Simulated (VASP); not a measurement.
# HfC (P6_3mc) in VASP: single point with r2SCAN

Aim: the single point of HfC with r2SCAN.

Program: VASP 6.6.1. These are calculated values, not measurements. Logs are shortened: lines on timing, memory, paths and dates and some standing lists are left out, and cuts for length are marked.

## (1) The cell of the first run

The structure is hexagonal, space group P6_3mc (No. 186). Conventional cell: a = 3.723 Å, b = 3.723 Å, c = 6.112 Å, α = 90.00°, β = 90.00°, γ = 120.00°. Hf (site symmetry 3m) has 4 C at 2.28 to 2.30 Å within 3.0 Å. C (site symmetry 3m) has 4 Hf at 2.28 to 2.30 Å within 3.0 Å.

## (2) Single point, r2SCAN

File POSCAR:

```
HfC
1.0
    3.7234168979      0.0000000000      0.0000000000
   -1.8617084490      3.2245736225      0.0000000000
    0.0000000000      0.0000000000      6.1122794607
Hf C
2 2
Direct
    0.3333333333      0.6666666667      0.4996013827
    0.6666666667      0.3333333333      0.9996013827
    0.3333333333      0.6666666667      0.8753986173
    0.6666666667      0.3333333333      0.3753986173
```

File INCAR.step1:

```
SYSTEM = HfC
PREC = Accurate
ENCUT = 520
ISMEAR = 0
SIGMA = 0.1
LREAL = .FALSE.
LASPH = .TRUE.
NELM = 80
NBANDS = 22
GGA = PE
ALGO = Normal
EDIFF = 1E-4
LWAVE = .TRUE.
LCHARG = .FALSE.
```

File INCAR.step2:

```
SYSTEM = HfC
PREC = Accurate
ENCUT = 520
EDIFF = 1E-6
ISMEAR = 0
SIGMA = 0.1
LREAL = .FALSE.
LASPH = .TRUE.
NELM = 80
ALGO = Normal
ISIF = 2
LWAVE = .FALSE.
LCHARG = .FALSE.
METAGGA = R2SCAN
LMIXTAU = .TRUE.
NBANDS = 22
ISTART = 1
```

File KPOINTS:

```
Automatic mesh
0
G
  6 6 4
  0 0 0
```

Potentials or basis: VASP PAW PBE potentials, release 64 (Hf_pv, C).

Run with:

```bash
$ cat potpaw_PBE.64/Hf_pv/POTCAR potpaw_PBE.64/C/POTCAR > POTCAR
$ cp INCAR.step1 INCAR
$ mpirun -np 1 vasp_std > vasp.out
$ cp INCAR.step2 INCAR
$ mpirun -np 1 vasp_std > vasp.out
```

OUTCAR:

```text
SYSTEM = HfC
   PREC = Accurate
   ENCUT = 520
   EDIFF = 1E-6
   ISMEAR = 0
   LREAL = .FALSE.
   LASPH = .TRUE.
   NELM = 80
   ISIF = 2
   METAGGA = R2SCAN
   ISTART = 1

 ion  position               nearest neighbor table
   1  0.333  0.667  0.500-   4 2.28   4 2.28   4 2.28   3 2.30   2 3.74   2 3.74   2 3.74   2 3.74
                             2 3.74   2 3.74
   2  0.667  0.333  1.000-   3 2.28   3 2.28   3 2.28   4 2.30   1 3.74   1 3.74   1 3.74   1 3.74
                             1 3.74   1 3.74
   3  0.333  0.667  0.875-   2 2.28   2 2.28   2 2.28   1 2.30
   4  0.667  0.333  0.375-   1 2.28   1 2.28   1 2.28   2 2.30

  LATTYP: Found a hexagonal cell.
 ALAT       =     3.7234168979
 C/A-ratio  =     1.6415780527

  Lattice vectors:

 A1 = (   3.7234168979,   0.0000000000,   0.0000000000)
 A2 = (  -1.8617084490,   3.2245736225,   0.0000000000)
 A3 = (   0.0000000000,   0.0000000000,   6.1122794607)

Analysis of symmetry for initial positions (statically):
=====================================================================
 Subroutine PRICEL returns:
 Original cell was already a primitive cell.

 Routine SETGRP: Setting up the symmetry group for a
 hexagonal supercell.

 Subroutine GETGRP returns: Found 12 space group operations
 (whereof  6 operations were pure point group operations)
 out of a pool of 24 trial point group operations.

The static configuration has the point symmetry C_3v.
 The point group associated with its full space group is C_6v.

Analysis of symmetry for dynamics (positions and initial velocities):
=====================================================================
 Subroutine PRICEL returns:
 Original cell was already a primitive cell.

 Routine SETGRP: Setting up the symmetry group for a
 hexagonal supercell.

 Subroutine GETGRP returns: Found 12 space group operations
 (whereof  6 operations were pure point group operations)
 out of a pool of 24 trial point group operations.

The dynamic configuration has the point symmetry C_3v.
 The point group associated with its full space group is C_6v.

 Subroutine INISYM returns: Found 12 space group operations
 (whereof  6 operations are pure point group operations),
 and found     1 'primitive' translations

----------------------------------------------------------------------------------------

                                     Primitive cell

  volume of cell :      73.3867

  direct lattice vectors                    reciprocal lattice vectors
[... 87 lines left out ...]
   EDIFF  = 0.1E-05   stopping-criterion for ELM
   LREAL  =      F    real-space projection
   EDIFFG = 0.1E-04   stopping-criterion for IOM
   NSW    =      0    number of steps for IOM
   IBRION =     -1    ionic relax: 0-MD 1-quasi-New 2-CG
   NFREE  =      0    steps in history (QN), initial steepest desc. (CG)
   ISIF   =      2    stress and relaxation
   ISYM   =      2    0-nonsym 1-usesym 2-fastsym
   POTIM  = 0.5000    time-step for ionic-motion
   TEBEG  =    0.0;   TEEND  =   0.0 temperature during run
   PSTRESS=    0.0 pullay stress
   NELECT =      28.0000    total number of electrons
   NUPDOWN=      -1.0000    fix difference up-down
   EMIN   =  10.00;   EMAX   =-10.00  energy-range for DOS
   EFERMI =   0.00;   METHOD = LEGACY
   ISMEAR =     0;   SIGMA  =   0.10  broadening in eV -4-tet -1-fermi 0-gaus
   EFERMI_NEDOS =   21; number of points for ismear=-14 and -15
   IALGO  =     38    algorithm
   IMIX   =      4    mixing-type and parameters
     AMIX     =   0.40;   BMIX     =  1.00
     AMIX_MAG =   1.60;   BMIX_MAG =  1.00
  volume/ion in A,a.u.               =      18.35       123.81
  Fermi-wavevector in a.u.,A,eV,Ry     =   1.187377  2.243816 19.182350  1.409863
  Thomas-Fermi vector in A             =   2.323529
   LORBIT       =      0    0 simple, 1 ext, 2 COOP (PROOUT), +10 PAW based schemes
   METAGGA = R2SCAN    functional components
   LHFCALC =     F    Hartree Fock is set to
   AEXX    =    0.0000 exact exchange contribution
   IVDW    =     0    specifies the selected vdW correction
   LEPSILON=     F    determine dielectric tensor
   LRPA    =     F    only Hartree local field effects (RPA)
 non-spin polarized calculation
 Gauss-broadening in eV      SIGMA  =   0.10
  energy-cutoff  :      520.00
  volume of cell :       73.39
 maximum number of plane-waves:      2004
 NGX is ok and might be reduce to    28
   NGX = 13   NGY = 13   NGZ = 23

 number of electron      27.9999999 magnetization

 Free energy of the ion-electron system (eV)
  ---------------------------------------------------
  ext. energy  EPLUGINS =         0.00000000
  ---------------------------------------------------
  free energy    TOTEN  =      -111.83268058 eV

  energy without entropy =     -111.83268058  energy(sigma->0) =     -111.83268058

 E-fermi :   2.9505     XC(G=0): -10.7950

 val. band max:        2.4494220288   @ k =   0.5000   0.0000   0.0000
 cond. band min:       3.7871779768   @ k =   0.3333  -0.0000   0.0000
 fundamental gap:      1.3377559480
 Fermi energy:         2.9505438986

 k-point     1 :       0.0000    0.0000    0.0000
  band No.  band energies     occupation
      1     -28.7768      2.00000
      2     -28.6172      2.00000
      3     -28.6172      2.00000
      4     -28.5945      2.00000
      5     -28.5903      2.00000
      6     -28.5903      2.00000
[... 514 lines left out ...]
     21       7.9363      0.00000
     22       7.9363      0.00000

------------------------ aborting loop because EDIFF is reached ----------------------------------------

  FORCE on cell =-STRESS in cart. coord.  units (eV):
  Direction    XX          YY          ZZ          XY          YZ          ZX
  --------------------------------------------------------------------------------------
  -------------------------------------------------------------------------------------
  Total       -8.1401641     -8.1401641    -11.4282829      0.0000000     -0.0000000      0.0000000
  in kB     -177.7160195   -177.7160195   -249.5022124      0.0000000     -0.0000000      0.0000000
  external PRESSURE =    -201.6447505 kB  Pullay stress =       0.0000000 kB

 VOLUME and BASIS-vectors are now :
 -----------------------------------------------------------------------------
  energy-cutoff  :      520.00
  volume of cell :       73.39
      direct lattice vectors                 reciprocal lattice vectors
     3.723416898  0.000000000  0.000000000     0.268570517  0.155059260  0.000000000
    -1.861708449  3.224573622  0.000000000     0.000000000  0.310118520  0.000000000
     0.000000000  0.000000000  6.112279461     0.000000000  0.000000000  0.163605085

 POSITION                                       TOTAL-FORCE (eV/Angst)
 -----------------------------------------------------------------------------------
     -0.00000      2.14972      3.05370         0.000000      0.000000     -0.330030
      1.86171      1.07486      6.10984         0.000000     -0.000000     -0.330030
     -0.00000      2.14972      5.35068        -0.000000      0.000000      0.330030
      1.86171      1.07486      2.29454         0.000000     -0.000000      0.330030
 -----------------------------------------------------------------------------------
    total drift:                               -0.000000     -0.000000     -0.000761

  FREE ENERGIE OF THE ION-ELECTRON SYSTEM (eV)
  ---------------------------------------------------
  free  energy   TOTEN  =      -111.8326805755 eV

  energy  without entropy=     -111.8326805755  energy(sigma->0) =     -111.83268058
```

OUTCAR.step1:

```text
SYSTEM = HfC
   PREC = Accurate
   ENCUT = 520
   ISMEAR = 0
   LREAL = .FALSE.
   LASPH = .TRUE.
   NELM = 80
[... 752 lines left out ...]
      1.86171      1.07486      6.10984        -0.000000      0.000000     -0.305972
     -0.00000      2.14972      5.35068        -0.000000     -0.000000      0.305972
      1.86171      1.07486      2.29454         0.000000      0.000000      0.305972
 -----------------------------------------------------------------------------------
    total drift:                                0.000000     -0.000000     -0.000803

  FREE ENERGIE OF THE ION-ELECTRON SYSTEM (eV)
  ---------------------------------------------------
  free  energy   TOTEN  =       -39.3470696968 eV

  energy  without entropy=      -39.3470696968  energy(sigma->0) =      -39.34706970
```

OSZICAR.step1:

```text
N       E                     dE             d eps       ncg     rms          rms(c)
DAV:   1     0.987616890277E+02    0.98762E+02   -0.15072E+04   924   0.118E+03
DAV:   2    -0.412026661519E+02   -0.13996E+03   -0.13356E+03  1220   0.280E+02
DAV:   3    -0.479903276447E+02   -0.67877E+01   -0.67428E+01  1170   0.458E+01
DAV:   4    -0.481003038238E+02   -0.10998E+00   -0.10989E+00  1202   0.661E+00
DAV:   5    -0.481022944597E+02   -0.19906E-02   -0.19905E-02  1266   0.789E-01    0.579E+01
DAV:   6    -0.394357442320E+02    0.86666E+01   -0.54374E+01  1074   0.263E+01    0.400E+01
DAV:   7    -0.393592721149E+02    0.76472E-01   -0.30004E+00  1104   0.887E+00    0.246E+01
DAV:   8    -0.393854928902E+02   -0.26221E-01   -0.22819E-01  1152   0.296E+00    0.816E+00
DAV:   9    -0.393479582897E+02    0.37535E-01   -0.19905E-01  1122   0.167E+00    0.220E+00
DAV:  10    -0.393472342475E+02    0.72404E-03   -0.57354E-03  1154   0.423E-01    0.100E+00
DAV:  11    -0.393470560493E+02    0.17820E-03   -0.30482E-03  1140   0.253E-01    0.574E-02
DAV:  12    -0.393470696968E+02   -0.13648E-04   -0.10587E-04   750   0.692E-02
   1 F= -.39347070E+02 E0= -.39347070E+02  d E =-.114616E-13
```

Wall time 61 s (1 thread of Intel Xeon 6975P-C (Granite Rapids), shared host); peak memory 0.2 GiB.

What came out:

```yaml
Free_energy: -111.8327 eV
Pressure: -20.2 GPa
Largest_force: 0.330 eV/Å
Band_gap_on_the_k_mesh: 1.34 eV, indirect (least direct gap 1.64 eV)
```

Forces on the atoms (eV/Å):
```
Hf   0.000  0.000 -0.330
Hf   0.000  0.000 -0.330
C    0.000  0.000  0.330
C    0.000  0.000  0.330
```

Caveat: the PAW data sets were made with another functional, which shifts forces and pressure a little; spin-orbit coupling is left out, which moves the levels of the heavy elements.
